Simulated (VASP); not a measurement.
# Mg6F in VASP: notebook, part 2 of 3

VASP 6.6.1. The steps go on from the part before.

### 3 Single point, PBE

Contents of INCAR:

```
PREC     = Accurate       # precision mode
ENCUT    = 520            # plane-wave cutoff, eV
EDIFF    = 1E-6           # SCF threshold, eV
ISMEAR   = 0              # smearing method
SIGMA    = 0.1            # smearing width, eV
LREAL    = False          # projectors in reciprocal space
LASPH    = True           # aspherical terms in the spheres
NELM     = 100            # most SCF steps
ALGO     = Normal         # electronic algorithm
ISIF     = 2              # what is computed and relaxed
LWAVE    = False          # write WAVECAR
LCHARG   = True           # write CHGCAR
LDIPOL   = True         
IDIPOL   = 3            
DIPOL    = 0.5 0.5 0.315
GGA      = PE             # functional
LELF     = True           # ELF
LVHAR    = True         
LVACPOTAV= True         
NBANDS   = 18             # bands
```

Contents of KPOINTS:

```
Automatic mesh
0
Gamma
  9 4 1
```

Contents of POSCAR:

```
Mg6F
1.0
    3.2034417932      0.0000000000      0.0000000000
   -1.6017208966      7.8153198520      0.0000000000
    0.0000000000      0.0000000000     20.9851131634
Mg F
6 1
Direct
    0.8493879956      0.6987759913      0.1906113143
    0.5210014932      0.0420029864      0.2197581863
    0.1926149907      0.3852299814      0.2489050583
    0.3710660944      0.7414803149      0.3283003664
    0.0426232582      0.0834482649      0.3542380799
    0.7128162912      0.4251093731      0.3805132287
    0.7128162912      1.1751093731      0.4820137535
```

Potentials or basis: VASP PAW PBE potentials, release 64 (Mg, F).

Started as:

```bash
$ cat potpaw_PBE.64/Mg/POTCAR potpaw_PBE.64/F/POTCAR > POTCAR
$ mpirun -np 1 vasp_std > vasp.out
```

OUTCAR:

```text
PREC = Accurate
   ENCUT = 520
   EDIFF = 1E-6
   ISMEAR = 0
   LREAL = False
   LASPH = True
   NELM = 100
   ISIF = 2
   GGA = PE

 ion  position               nearest neighbor table
   1  0.849  0.699  0.191-   3 3.17   3 3.17   2 3.18   2 3.18   4 3.32   4 3.32
   2  0.521  0.042  0.220-   3 3.18   3 3.18   1 3.18   1 3.18   5 3.26   5 3.26   4 3.27
   3  0.193  0.385  0.249-   1 3.17   1 3.17   2 3.18   2 3.18   6 3.21   6 3.21   5 3.23   4 3.24

   4  0.371  0.741  0.328-   6 3.14   6 3.14   5 3.16   5 3.16   3 3.24   2 3.27   1 3.32   1 3.32

   5  0.043  0.083  0.354-   6 3.16   4 3.16   6 3.16   4 3.16   3 3.23   2 3.26   2 3.26
   6  0.713  0.425  0.381-   4 3.14   4 3.14   5 3.16   5 3.16   3 3.21   3 3.21
   7  0.713  0.175  0.482-

  LATTYP: Found a base centered orthorhombic cell.
 ALAT       =     3.2034417932
 B/A-ratio  =     4.8793268968
 C/A-ratio  =     6.5508020804

  Lattice vectors:

 A1 = (   1.6017208966,  -7.8153198520,   0.0000000000)
 A2 = (   1.6017208966,   7.8153198520,   0.0000000000)
 A3 = (   0.0000000000,   0.0000000000,  20.9851131634)

Analysis of symmetry for initial positions (statically):
=====================================================================
 Subroutine PRICEL returns:
 Original cell was already a primitive cell.

 Routine SETGRP: Setting up the symmetry group for a
 base centered orthorhombic supercell.

 Subroutine GETGRP returns: Found  1 space group operations
 (whereof  1 operations were pure point group operations)
 out of a pool of  8 trial point group operations.

The static configuration has the point symmetry C_1 .

Analysis of symmetry for dynamics (positions and initial velocities):
=====================================================================
 Subroutine PRICEL returns:
 Original cell was already a primitive cell.

 Routine SETGRP: Setting up the symmetry group for a
 base centered orthorhombic supercell.

 Subroutine GETGRP returns: Found  1 space group operations
 (whereof  1 operations were pure point group operations)
 out of a pool of  8 trial point group operations.

The dynamic configuration has the point symmetry C_1 .

 Subroutine INISYM returns: Found  1 space group operations
 (whereof  1 operations are pure point group operations),
 and found     1 'primitive' translations

----------------------------------------------------------------------------------------

                                     Primitive cell

  volume of cell :     525.3817

  direct lattice vectors                    reciprocal lattice vectors
     3.203441793  0.000000000  0.000000000     0.312164249  0.063976908  0.000000000
    -1.601720897  7.815319852  0.000000000     0.000000000  0.127953816  0.000000000
     0.000000000  0.000000000 20.985113163     0.000000000  0.000000000  0.047652829

  length of vectors
     3.203441793  7.977764989 20.985113163     0.318652731  0.127953816  0.047652829

  position of ions in fractional coordinates (direct lattice)
     0.849387996  0.698775991  0.190611314
     0.521001493  0.042002986  0.219758186
[... 69 lines left out ...]
  0.333333 -0.000000  0.000000      2.000000
  0.444444 -0.000000  0.000000      2.000000
  0.000000  0.250000  0.000000      2.000000
[... 11 lines left out ...]
  0.333333  0.500000  0.000000      2.000000
  0.444444  0.500000  0.000000      2.000000
   k-points           NKPTS =     19   k-points in BZ     NKDIM =     19   number of bands    NBANDS=     18
   number of dos      NEDOS =    301   number of ions     NIONS =      7
   total plane-waves  NPLWV = 230400
   dimension x,y,z NGX =    24 NGY =   60 NGZ =  160
   dimension x,y,z NGXF=    48 NGYF=  120 NGZF=  320
   ions per type =               6   1
   NGX,Y,Z   is equivalent  to a cutoff of  12.46, 12.50, 12.68 a.u.
   NGXF,Y,Z  is equivalent  to a cutoff of  24.91, 25.01, 25.35 a.u.
 SYSTEM =  unknown system
   PREC   = accura    normal or accurate (medium, high low for compatibility)
   ISTART =      0    job   : 0-new  1-cont  2-samecut
   ICHARG =      2    charge: 1-file 2-atom 10-const
   ISPIN  =      1    spin polarized calculation?
   LNONCOLLINEAR =      F non collinear calculations
   LSORBIT =      F    spin-orbit coupling
   LASPH  =      T    aspherical Exc in radial PAW
   ENCUT  =  520.0 eV  38.22 Ry    6.18 a.u.   5.96 14.83 39.02*2*pi/ulx,y,z
   NELM   =    100;   NELMIN=  2; NELMDL= -5     # of ELM steps
   EDIFF  = 0.1E-05   stopping-criterion for ELM
   LREAL  =      F    real-space projection
   EDIFFG = 0.1E-04   stopping-criterion for IOM
   NSW    =      0    number of steps for IOM
   IBRION =     -1    ionic relax: 0-MD 1-quasi-New 2-CG
   NFREE  =      0    steps in history (QN), initial steepest desc. (CG)
   ISIF   =      2    stress and relaxation
   ISYM   =      2    0-nonsym 1-usesym 2-fastsym
   POTIM  = 0.5000    time-step for ionic-motion
   TEBEG  =    0.0;   TEEND  =   0.0 temperature during run
   PSTRESS=    0.0 pullay stress
   NELECT =      19.0000    total number of electrons
   NUPDOWN=      -1.0000    fix difference up-down
   EMIN   =  10.00;   EMAX   =-10.00  energy-range for DOS
   EFERMI =   0.00;   METHOD = LEGACY
   ISMEAR =     0;   SIGMA  =   0.10  broadening in eV -4-tet -1-fermi 0-gaus
   EFERMI_NEDOS =   21; number of points for ismear=-14 and -15
   IALGO  =     38    algorithm
   IMIX   =      4    mixing-type and parameters
     AMIX     =   0.40;   BMIX     =  1.00
     AMIX_MAG =   1.60;   BMIX_MAG =  1.00
  volume/ion in A,a.u.               =      75.05       506.49
  Fermi-wavevector in a.u.,A,eV,Ry     =   0.541379  1.023057  3.987742  0.293091
  Thomas-Fermi vector in A             =   1.568933
   LORBIT       =      0    0 simple, 1 ext, 2 COOP (PROOUT), +10 PAW based schemes
   GGA     = PE    functional components
   LHFCALC =     F    Hartree Fock is set to
   AEXX    =    0.0000 exact exchange contribution
   IVDW    =     0    specifies the selected vdW correction
   LEPSILON=     F    determine dielectric tensor
   LRPA    =     F    only Hartree local field effects (RPA)
 non-spin polarized calculation
 Gauss-broadening in eV      SIGMA  =   0.10
  energy-cutoff  :      520.00
  volume of cell :      525.38
 maximum number of plane-waves:     14191
   NGX = 11   NGY = 29   NGZ = 79

 number of electron      19.0000000 magnetization

 dipolmoment           0.000000      0.000000      0.569523 electrons x Angstroem

 Free energy of the ion-electron system (eV)
  ---------------------------------------------------
  ext. energy  EPLUGINS =         0.00000000
  ---------------------------------------------------
  free energy    TOTEN  =       -10.75883974 eV

  energy without entropy =      -10.74471915  energy(sigma->0) =      -10.75177945

 E-fermi :  -3.3446     XC(G=0):  -3.2546

 val. band max:       -3.3988984449   @ k =   0.2222  -0.0000   0.0000
 cond. band min:      -3.3284788135   @ k =  -0.2222   0.2500   0.0000
 fundamental gap:      0.0704196314
 Fermi energy:        -3.3445806017

 k-point     1 :       0.0000    0.0000    0.0000
  band No.  band energies     occupation
      1     -22.5731      2.00000
      2      -9.3633      2.00000
      3      -7.3220      2.00000
      4      -6.9829      2.00000
      5      -6.6986      2.00000
      6      -5.1366      2.00000
[... 376 lines left out ...]
      5      -4.5090      2.00000
      6      -4.3023      2.00000
[... 10 lines left out ...]
     17       0.1260      0.00000
     18       0.2837      0.00000

------------------------ aborting loop because EDIFF is reached ----------------------------------------

  FORCE on cell =-STRESS in cart. coord.  units (eV):
  Direction    XX          YY          ZZ          XY          YZ          ZX
  --------------------------------------------------------------------------------------
  -------------------------------------------------------------------------------------
  Total       -2.0761749     -2.5975650     -6.2101161     -0.0622600      1.0591529      0.0693373
  in kB       -6.3313978     -7.9214027    -18.9380559     -0.1898651      3.2299391      0.2114474
  external PRESSURE =     -11.0636188 kB  Pullay stress =       0.0000000 kB

 VOLUME and BASIS-vectors are now :
 -----------------------------------------------------------------------------
  energy-cutoff  :      520.00
  volume of cell :      525.38
      direct lattice vectors                 reciprocal lattice vectors
     3.203441793  0.000000000  0.000000000     0.312164249  0.063976908  0.000000000
    -1.601720897  7.815319852  0.000000000     0.000000000  0.127953816  0.000000000
     0.000000000  0.000000000 20.985113163     0.000000000  0.000000000  0.047652829

 POSITION                                       TOTAL-FORCE (eV/Angst)
 -----------------------------------------------------------------------------------
      1.60172      5.46116      4.00000         0.001685      0.080769      0.086609
      1.60172      0.32827      4.61165        -0.002560     -0.043694      0.031928
      0.00000      3.01070      5.22330         0.007277     -0.029270     -0.013175
      0.00104      5.79491      6.88942         0.000229     -0.058134     -0.011001
      0.00288      0.65217      7.43373        -0.110852      0.099485      1.201761
      1.60256      3.32237      7.98511         0.090677     -0.586197      1.120751
      2.00299      1.36854     10.11511         0.013544      0.537042     -2.416873
 -----------------------------------------------------------------------------------
    total drift:                                0.000520     -0.000013      0.000943

  FREE ENERGIE OF THE ION-ELECTRON SYSTEM (eV)
  ---------------------------------------------------
  free  energy   TOTEN  =       -10.7588397408 eV

  energy  without entropy=      -10.7447191521  energy(sigma->0) =      -10.75177945

 vacuum level on the upper side and lower side of the slab         4.484         0.368
```

Wall time 7.4 min (1 thread of Oxide Virtual Turin-like, shared host); peak memory 0.53 GiB.

Results:

| Quantity | Value |
| --- | --- |
| Free energy | -10.7588 eV |
| Largest force | 2.476 eV/Å |
| Band gap on the k mesh | zero (an odd number of electrons rules out a gap without spin polarisation) |

Forces on the atoms (eV/Å):
```
Mg   0.002  0.081  0.087
Mg  -0.003 -0.044  0.032
Mg   0.007 -0.029 -0.013
Mg   0.000 -0.058 -0.011
Mg  -0.111  0.099  1.202
Mg   0.091 -0.586  1.121
F    0.014  0.537 -2.417
```

Caveat: an odd number of electrons without spin polarisation forces a metal; a magnetic or distorted state may lie lower.

(Part 2 of 3 ends here.)
